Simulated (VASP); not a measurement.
## Ti6C: single point with PBE

System: Ti6C, a slab with vacuum.

```
Ti C
1.0
     2.83197    0.00000    0.00000
     0.00000    4.57935    0.00000
     0.00000    0.00000   22.05069
Ti C
6 1
Cartesian
  1.4160 0.0000 4.0000
  0.0000 2.2897 5.3219
  1.4160 0.0000 6.6439
  1.4160 2.2897 7.9952
  0.0000 0.0000 9.2793
  1.4160 2.2897 10.5507
  1.4160 4.5793 10.6791
```

```json
{
  "Program": "VASP 6.6.1",
  "Task": "single point",
  "Functional": "PBE",
  "Potentials or basis": "VASP PAW PBE potentials, release 64 (Ti_sv, C)",
  "Cutoff": "520 eV",
  "k mesh": "9 × 6 × 1",
  "Occupations": "gaussian, width 0.1 eV",
  "Spin": "no spin polarisation"
}
```

| Property | Result |
| --- | --- |
| Largest force | 1.128 eV/Å |
| Band gap on the k mesh | zero (bands 38 and 39 overlap by 0.15 eV) |

Forces on the atoms (eV/Å):
```
Ti   0.000  0.000  0.439
Ti   0.000  0.000  0.134
Ti   0.000  0.000 -0.550
Ti   0.000  0.000 -1.128
Ti   0.000  0.000  0.464
Ti   0.000  0.000  0.617
C    0.000  0.000  0.024
```

Levels at points of the mesh, in eV from the Fermi level:
```csv
k point,band 35,band 36,band 37,band 38,band 39,band 40,band 41,band 42
"(0.00, 0.00, 0.00)",-0.51,-0.50,-0.27,-0.24,-0.02,0.02,0.25,0.65
"(0.00, 0.50, 0.00)",-0.56,-0.44,-0.43,-0.24,0.07,0.24,0.26,0.47
```

Wall time 18 min on 1 thread of Intel Xeon 8259CL, with other jobs on the host, peak memory 0.47 GiB.
